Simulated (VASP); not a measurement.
Write the native input for VASP 6.6.1 that does the following.

* Task: single point
* Functional: PBE
* Potentials or basis: VASP PAW PBE potentials, release 64 (Zr_sv, Hf_pv, S)
* Cutoff: 520 eV
* k mesh: 12 × 12 × 1
* Occupations: gaussian, width 0.02 eV
* Spin: no spin polarisation
* Dipole correction: no
* Further INCAR settings: ALGO = Normal; EDIFF = 1e-06; NBANDS = 57

The structure of Hf3ZrS8 lies in POSCAR:

```
Hf3ZrS8
1.0
    3.6601691316      0.0000000000      0.0000000000
   -1.8300845658      3.1697994501      0.0000000000
    0.0000000000      0.0000000000     27.3345908957
Zr Hf S
1 3 8
Direct
    0.0000000000      0.0000000000      0.5000000000
    0.0000000000      0.0000000000      0.7494289480
    0.0000000000      0.0000000000      0.0000000000
    0.0000000000      0.0000000000      0.2505710520
    0.3333333333      0.6666666667      0.8022060927
    0.3333333333      0.6666666667      0.0527769956
    0.3333333333      0.6666666667      0.3033479443
    0.3333333333      0.6666666667      0.5534040136
    0.6666666667      0.3333333333      0.9472230044
    0.6666666667      0.3333333333      0.1977939073
    0.6666666667      0.3333333333      0.4465959864
    0.6666666667      0.3333333333      0.6966520557
```

The input as run:

INCAR

```
PREC = Accurate ; ENCUT = 520
EDIFF = 1E-6 ; ISMEAR = 0
SIGMA = 0.02 ; LREAL = F
LASPH = T ; NELM = 100
ALGO = Normal ; ISIF = 2
LWAVE = F ; LCHARG = F
GGA = PE ; NBANDS = 57
```

KPOINTS

```
regular mesh
0
Gamma
  12 12 1
```

Potentials or basis: VASP PAW PBE potentials, release 64 (Zr_sv, Hf_pv, S).

The run is started by

```bash
$ cat potpaw_PBE.64/Zr_sv/POTCAR potpaw_PBE.64/Hf_pv/POTCAR potpaw_PBE.64/S/POTCAR > POTCAR
$ mpirun -np 1 vasp_std > vasp.out
```

Results of the run:

- Pressure: -0.4 GPa
- Largest force: 0.065 eV/Å
- Band gap on the k mesh: 1.11 eV (least direct gap 1.69 eV)

Caveat: spin-orbit coupling is left out, which moves the levels of the heavy elements; this functional lacks dispersion, which binds layers or chains, so the pressure and a relaxed spacing across them are unreliable.

Wall time 13 min on 1 thread of Intel Xeon 8259CL, with other jobs on the host, peak memory 0.58 GiB.
